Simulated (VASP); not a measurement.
# In (P6_3/mmc) in VASP: a series of runs, part 2 of 2

VASP 6.6.1. Earlier steps stand in the parts before.

### Step 5. Single point, RPBE (volume scaled by 0.96)

INCAR reads:

```
  PREC = Accurate
  ENCUT = 520
  EDIFF = 1E-6
  ISMEAR = -1
  SIGMA = 0.1
  LREAL = False
  LASPH = True
  NELM = 100
  ALGO = Normal
  ISIF = 2
  LWAVE = False
  LCHARG = True
  GGA = RP
  LELF = True
  LVHAR = True
  NBANDS = 20
```

KPOINTS reads:

```
regular mesh
0
Gamma
  12 12 7
```

POSCAR reads:

```
In
1.0
    3.4105998301      0.0000000000      0.0000000000
   -1.7052999150      2.9536660950      0.0000000000
    0.0000000000      0.0000000000      5.5353030807
In
2
Direct
    0.3333333333      0.6666666667      0.2500000000
    0.6666666667      0.3333333333      0.7500000000
```

Potentials or basis: VASP PAW PBE potentials, release 64 (In_d).

Run with:

```console
$ cat potpaw_PBE.64/In_d/POTCAR > POTCAR
$ mpirun -np 1 vasp_std > vasp.out
```

OUTCAR:

```text
PREC = Accurate
   ENCUT = 520
   EDIFF = 1E-6
   ISMEAR = -1
   LREAL = False
   LASPH = True
   NELM = 100
   ISIF = 2
   GGA = RP

 ion  position               nearest neighbor table
   1  0.333  0.667  0.250-   2 3.40   2 3.40   2 3.40   2 3.40   2 3.40   2 3.40
   2  0.667  0.333  0.750-   1 3.40   1 3.40   1 3.40   1 3.40   1 3.40   1 3.40

  LATTYP: Found a hexagonal cell.
 ALAT       =     3.4105998301
 C/A-ratio  =     1.6229705496

  Lattice vectors:

 A1 = (   3.4105998301,   0.0000000000,   0.0000000000)
 A2 = (  -1.7052999150,   2.9536660950,   0.0000000000)
 A3 = (   0.0000000000,   0.0000000000,   5.5353030807)

Analysis of symmetry for initial positions (statically):
=====================================================================
 Subroutine PRICEL returns:
 Original cell was already a primitive cell.

 Routine SETGRP: Setting up the symmetry group for a
 hexagonal supercell.

 Subroutine GETGRP returns: Found 24 space group operations
 (whereof 12 operations were pure point group operations)
 out of a pool of 24 trial point group operations.

The static configuration has the point symmetry D_3d.
 The point group associated with its full space group is D_6h.

Analysis of symmetry for dynamics (positions and initial velocities):
=====================================================================
 Subroutine PRICEL returns:
 Original cell was already a primitive cell.

 Routine SETGRP: Setting up the symmetry group for a
 hexagonal supercell.

 Subroutine GETGRP returns: Found 24 space group operations
 (whereof 12 operations were pure point group operations)
 out of a pool of 24 trial point group operations.

The dynamic configuration has the point symmetry D_3d.
 The point group associated with its full space group is D_6h.

 Subroutine INISYM returns: Found 24 space group operations
 (whereof 12 operations are pure point group operations),
[... 109 lines left out ...]
   EMIN   =  10.00;   EMAX   =-10.00  energy-range for DOS
   EFERMI =   0.00;   METHOD = LEGACY
   ISMEAR =    -1;   SIGMA  =   0.10  broadening in eV -4-tet -1-fermi 0-gaus
   EFERMI_NEDOS =   21; number of points for ismear=-14 and -15
   IALGO  =     38    algorithm
   IMIX   =      4    mixing-type and parameters
     AMIX     =   0.40;   BMIX     =  1.00
     AMIX_MAG =   1.60;   BMIX_MAG =  1.00
  volume/ion in A,a.u.               =      27.88       188.15
  Fermi-wavevector in a.u.,A,eV,Ry     =   1.269467  2.398945 21.926422  1.611547
  Thomas-Fermi vector in A             =   2.402507
   LORBIT       =      0    0 simple, 1 ext, 2 COOP (PROOUT), +10 PAW based schemes
   GGA     = RP    functional components
   LHFCALC =     F    Hartree Fock is set to
   AEXX    =    0.0000 exact exchange contribution
   IVDW    =     0    specifies the selected vdW correction
   LEPSILON=     F    determine dielectric tensor
   LRPA    =     F    only Hartree local field effects (RPA)
 non-spin polarized calculation
  energy-cutoff  :      520.00
  volume of cell :       55.76
 maximum number of plane-waves:      1520
 NGX is ok and might be reduce to    28
   NGX = 13   NGY = 13   NGZ = 21

 number of electron      26.0000004 magnetization

 Free energy of the ion-electron system (eV)
  ---------------------------------------------------
  ext. energy  EPLUGINS =         0.00000000
  ---------------------------------------------------
  free energy    TOTEN  =        -4.39720267 eV

  energy without entropy =       -4.36765537  energy(sigma->0) =       -4.38242902

 E-fermi :   6.9834     XC(G=0):  -9.8575

 val. band max:        6.9771826519   @ k =   0.2500   0.1667   0.2857
 cond. band min:       6.9958235739   @ k =   0.4167   0.1667   0.0000
 fundamental gap:      0.0186409220
 Fermi energy:         6.9833895417

 k-point     1 :       0.0000    0.0000    0.0000
  band No.  band energies     occupation
      1      -7.7173      2.00000
      2      -7.6674      2.00000
      3      -7.6471      2.00000
      4      -7.6471      2.00000
      5      -7.6230      2.00000
      6      -7.6230      2.00000
[... 541 lines left out ...]
     19      15.1405      0.00000
     20      16.8817      0.00000

 [... further k-points ...]

------------------------ aborting loop because EDIFF is reached ----------------------------------------

  FORCE on cell =-STRESS in cart. coord.  units (eV):
  Direction    XX          YY          ZZ          XY          YZ          ZX
  --------------------------------------------------------------------------------------
  -------------------------------------------------------------------------------------
  Total        0.5017024      0.5017024      0.2832257      0.0000000     -0.0000000      0.0000000
  in kB       14.4152834     14.4152834      8.1378488      0.0000000     -0.0000000      0.0000000
  external PRESSURE =      12.3228052 kB  Pullay stress =       0.0000000 kB

 VOLUME and BASIS-vectors are now :
 -----------------------------------------------------------------------------
  energy-cutoff  :      520.00
  volume of cell :       55.76
      direct lattice vectors                 reciprocal lattice vectors
     3.410599830  0.000000000  0.000000000     0.293203557  0.169281152  0.000000000
    -1.705299915  2.953666095  0.000000000     0.000000000  0.338562305  0.000000000
     0.000000000  0.000000000  5.535303081     0.000000000  0.000000000  0.180658581

 POSITION                                       TOTAL-FORCE (eV/Angst)
 -----------------------------------------------------------------------------------
     -0.00000      1.96911      1.38383        -0.000000      0.000000      0.000000
      1.70530      0.98456      4.15148         0.000000     -0.000000      0.000000
 -----------------------------------------------------------------------------------
    total drift:                               -0.000000      0.000000      0.000000

  FREE ENERGIE OF THE ION-ELECTRON SYSTEM (eV)
  ---------------------------------------------------
  free  energy   TOTEN  =        -4.3972026731 eV

  energy  without entropy=       -4.3676553663  energy(sigma->0) =       -4.38242902
```

OSZICAR:

```text
N       E                     dE             d eps       ncg     rms          rms(c)
DAV:   1     0.212226453554E+03    0.21223E+03   -0.13131E+04  3052   0.177E+03
DAV:   2     0.119250061038E+02   -0.20030E+03   -0.19680E+03  3068   0.378E+02
DAV:   3    -0.392872413669E+01   -0.15854E+02   -0.15754E+02  3528   0.119E+02
DAV:   4    -0.439867750527E+01   -0.46995E+00   -0.46973E+00  3640   0.226E+01
DAV:   5    -0.442524576403E+01   -0.26568E-01   -0.26567E-01  4464   0.452E+00    0.283E+00
DAV:   6    -0.440079393558E+01    0.24452E-01   -0.52427E-02  3956   0.361E+00    0.140E+00
DAV:   7    -0.439701336368E+01    0.37806E-02   -0.18808E-02  4092   0.198E+00    0.311E-01
DAV:   8    -0.439716059853E+01   -0.14723E-03   -0.17604E-03  3952   0.486E-01    0.472E-02
DAV:   9    -0.439719148593E+01   -0.30887E-04   -0.65022E-05  4796   0.616E-02    0.272E-02
DAV:  10    -0.439720257762E+01   -0.11092E-04   -0.18304E-05  3996   0.512E-02    0.832E-03
DAV:  11    -0.439720267312E+01   -0.95498E-07   -0.70006E-07  1964   0.101E-02
   1 F= -.43972027E+01 E0= -.43824290E+01  d E =-.295473E-01
```

Wall time 28 s (1 thread of Intel Xeon 6975P-C (Granite Rapids), shared host); peak memory 0.2 GiB.

Results:

```yaml
Free_energy: -4.3972 eV
Pressure: 1.2 GPa
Band_gap_on_the_k_mesh: zero (band 13 reaches 9.58 eV, above the bottom of band 14 at 4.87 eV)
```

Stress tensor (GPa, compression positive):
```
1.44 0.00 0.00
0.00 1.44 0.00
0.00 0.00 0.81
```

Caveat: the PAW data sets were made with another functional, which shifts forces and pressure a little; spin-orbit coupling is left out, which moves the levels of the heavy elements.

### Step 6. Single point, RPBE

INCAR reads:

```
PREC = Accurate
ENCUT = 520
EDIFF = 1E-6
ISMEAR = -1
SIGMA = 0.1
LREAL = False
LASPH = True
NELM = 80
ALGO = Normal
ISIF = 2
LWAVE = False
LCHARG = False
GGA = RP
NBANDS = 20
```

KPOINTS reads:

```
Automatic mesh
0
Gamma
  12 12 7
```

POSCAR reads:

```
In
1.0
    3.4573261821      0.0000000000      0.0000000000
   -1.7286630910      2.9941323029      0.0000000000
    0.0000000000      0.0000000000      5.6111385739
In
2
Direct
    0.3333333333      0.6666666667      0.2500000000
    0.6666666667      0.3333333333      0.7500000000
```

Potentials or basis: VASP PAW PBE potentials, release 64 (In_d).

Run with:

```console
$ cat potpaw_PBE.64/In_d/POTCAR > POTCAR
$ mpirun -np 1 vasp_std > vasp.out
```

OUTCAR:

```text
PREC = Accurate
   ENCUT = 520
   EDIFF = 1E-6
   ISMEAR = -1
   LREAL = False
   LASPH = True
   NELM = 80
   ISIF = 2
   GGA = RP

 ion  position               nearest neighbor table
   1  0.333  0.667  0.250-   2 3.44   2 3.44   2 3.44   2 3.44   2 3.44   2 3.44
   2  0.667  0.333  0.750-   1 3.44   1 3.44   1 3.44   1 3.44   1 3.44   1 3.44

  LATTYP: Found a hexagonal cell.
 ALAT       =     3.4573261821
 C/A-ratio  =     1.6229705496

  Lattice vectors:

 A1 = (   3.4573261821,   0.0000000000,   0.0000000000)
 A2 = (  -1.7286630910,   2.9941323029,   0.0000000000)
 A3 = (   0.0000000000,   0.0000000000,   5.6111385739)

Analysis of symmetry for initial positions (statically):
=====================================================================
 Subroutine PRICEL returns:
 Original cell was already a primitive cell.

 Routine SETGRP: Setting up the symmetry group for a
 hexagonal supercell.

 Subroutine GETGRP returns: Found 24 space group operations
 (whereof 12 operations were pure point group operations)
 out of a pool of 24 trial point group operations.

The static configuration has the point symmetry D_3d.
 The point group associated with its full space group is D_6h.

Analysis of symmetry for dynamics (positions and initial velocities):
=====================================================================
 Subroutine PRICEL returns:
 Original cell was already a primitive cell.

 Routine SETGRP: Setting up the symmetry group for a
 hexagonal supercell.

 Subroutine GETGRP returns: Found 24 space group operations
 (whereof 12 operations were pure point group operations)
 out of a pool of 24 trial point group operations.

The dynamic configuration has the point symmetry D_3d.
 The point group associated with its full space group is D_6h.

 Subroutine INISYM returns: Found 24 space group operations
 (whereof 12 operations are pure point group operations),
[... 109 lines left out ...]
   EMIN   =  10.00;   EMAX   =-10.00  energy-range for DOS
   EFERMI =   0.00;   METHOD = LEGACY
   ISMEAR =    -1;   SIGMA  =   0.10  broadening in eV -4-tet -1-fermi 0-gaus
   EFERMI_NEDOS =   21; number of points for ismear=-14 and -15
   IALGO  =     38    algorithm
   IMIX   =      4    mixing-type and parameters
     AMIX     =   0.40;   BMIX     =  1.00
     AMIX_MAG =   1.60;   BMIX_MAG =  1.00
  volume/ion in A,a.u.               =      29.04       195.99
  Fermi-wavevector in a.u.,A,eV,Ry     =   1.252310  2.366523 21.337748  1.568280
  Thomas-Fermi vector in A             =   2.386216
   LORBIT       =      0    0 simple, 1 ext, 2 COOP (PROOUT), +10 PAW based schemes
   GGA     = RP    functional components
   LHFCALC =     F    Hartree Fock is set to
   AEXX    =    0.0000 exact exchange contribution
   IVDW    =     0    specifies the selected vdW correction
   LEPSILON=     F    determine dielectric tensor
   LRPA    =     F    only Hartree local field effects (RPA)
 non-spin polarized calculation
  energy-cutoff  :      520.00
  volume of cell :       58.08
 maximum number of plane-waves:      1581
 NGX is ok and might be reduce to    28
   NGX = 13   NGY = 13   NGZ = 21

 number of electron      26.0000006 magnetization

 Free energy of the ion-electron system (eV)
  ---------------------------------------------------
  ext. energy  EPLUGINS =         0.00000000
  ---------------------------------------------------
  free energy    TOTEN  =        -4.40644202 eV

  energy without entropy =       -4.37537328  energy(sigma->0) =       -4.39090765

 E-fermi :   6.5564     XC(G=0):  -9.6679

 val. band max:        6.5281962964   @ k =   0.2500   0.1667   0.2857
 cond. band min:       6.5822424085   @ k =   0.0833  -0.0000   0.2857
 fundamental gap:      0.0540461121
 Fermi energy:         6.5563951198

 k-point     1 :       0.0000    0.0000    0.0000
  band No.  band energies     occupation
      1      -8.1016      2.00000
      2      -8.0621      2.00000
      3      -8.0440      2.00000
      4      -8.0440      2.00000
      5      -8.0229      2.00000
      6      -8.0229      2.00000
[... 541 lines left out ...]
     19      14.4374      0.00000
     20      16.2485      0.00000

 [... further k-points ...]

------------------------ aborting loop because EDIFF is reached ----------------------------------------

  FORCE on cell =-STRESS in cart. coord.  units (eV):
  Direction    XX          YY          ZZ          XY          YZ          ZX
  --------------------------------------------------------------------------------------
  -------------------------------------------------------------------------------------
  Total        0.0523258      0.0523258     -0.1656006      0.0000000      0.0000000      0.0000000
  in kB        1.4433254      1.4433254     -4.5678336      0.0000000      0.0000000      0.0000000
  external PRESSURE =      -0.5603942 kB  Pullay stress =       0.0000000 kB

 VOLUME and BASIS-vectors are now :
 -----------------------------------------------------------------------------
  energy-cutoff  :      520.00
  volume of cell :       58.08
      direct lattice vectors                 reciprocal lattice vectors
     3.457326182  0.000000000  0.000000000     0.289240861  0.166993289  0.000000000
    -1.728663091  2.994132303  0.000000000     0.000000000  0.333986577  0.000000000
     0.000000000  0.000000000  5.611138574     0.000000000  0.000000000  0.178216950

 POSITION                                       TOTAL-FORCE (eV/Angst)
 -----------------------------------------------------------------------------------
     -0.00000      1.99609      1.40278         0.000000      0.000000      0.000000
      1.72866      0.99804      4.20835        -0.000000      0.000000      0.000000
 -----------------------------------------------------------------------------------
    total drift:                               -0.000000      0.000000      0.000000

  FREE ENERGIE OF THE ION-ELECTRON SYSTEM (eV)
  ---------------------------------------------------
  free  energy   TOTEN  =        -4.4064420210 eV

  energy  without entropy=       -4.3753732822  energy(sigma->0) =       -4.39090765
```

stdout:

```text
POSCAR found type information on POSCAR In
 POSCAR found :  1 types and       2 ions
 scaLAPACK will be used
 -----------------------------------------------------------------------------
|                                                                             |
|                                                                             |
|     You enforced a specific xc type in the INCAR file but a different       |
|     I HOPE YOU KNOW WHAT YOU ARE DOING!                                     |
|                                                                             |
 -----------------------------------------------------------------------------

 LDA part: xc-table for (Slater+PW92), standard interpolation
 POSCAR, INCAR and KPOINTS ok, starting setup
 FFT: planning ... GRIDC
 FFT: planning ... GRID_SOFT
 FFT: planning ... GRID
 WAVECAR not read
 entering main loop
```

Wall time 27 s (1 thread of Intel Xeon 6975P-C (Granite Rapids), shared host); peak memory 0.21 GiB.

Results:

| Item | Value |
| --- | --- |
| Free energy | -4.4064 eV |
| Pressure | -0.1 GPa |
| Band gap on the k mesh | zero (band 13 reaches 9.04 eV, above the bottom of band 14 at 4.54 eV) |

Stress tensor (GPa, compression positive):
```
 0.14  0.00  0.00
 0.00  0.14  0.00
 0.00  0.00 -0.46
```

Caveat: the PAW data sets were made with another functional, which shifts forces and pressure a little; spin-orbit coupling is left out, which moves the levels of the heavy elements.

### Step 7. Summary

```tsv
cell	k mesh	gap on the mesh (eV)	pressure (GPa)
a = 3.457, b = 3.457, c = 5.611 Å, angles 90.0, 90.0, 120.0°, 2 atoms	11 × 11 × 6	none	-0.1
a = 3.313, b = 3.313, c = 5.377 Å, angles 90.0, 90.0, 120.0°, 2 atoms	12 × 12 × 7	none	5.1
a = 3.363, b = 3.363, c = 5.457 Å, angles 90.0, 90.0, 120.0°, 2 atoms	12 × 12 × 7	none	2.9
a = 3.411, b = 3.411, c = 5.535 Å, angles 90.0, 90.0, 120.0°, 2 atoms	12 × 12 × 7	none	1.2
a = 3.457, b = 3.457, c = 5.611 Å, angles 90.0, 90.0, 120.0°, 2 atoms	12 × 12 × 7	none	-0.1
```

Alike in all rows: task single point; level RPBE; potentials or basis VASP PAW PBE potentials, release 64 (In_d); no spin polarisation; cutoff (eV) 520; smearing fermi-dirac 0.1 eV.

Caveats: the PAW data sets were made with another functional, which shifts forces and pressure a little; spin-orbit coupling is left out, which moves the levels of the heavy elements.

Absolute energies hang on the potentials; compare differences alone.
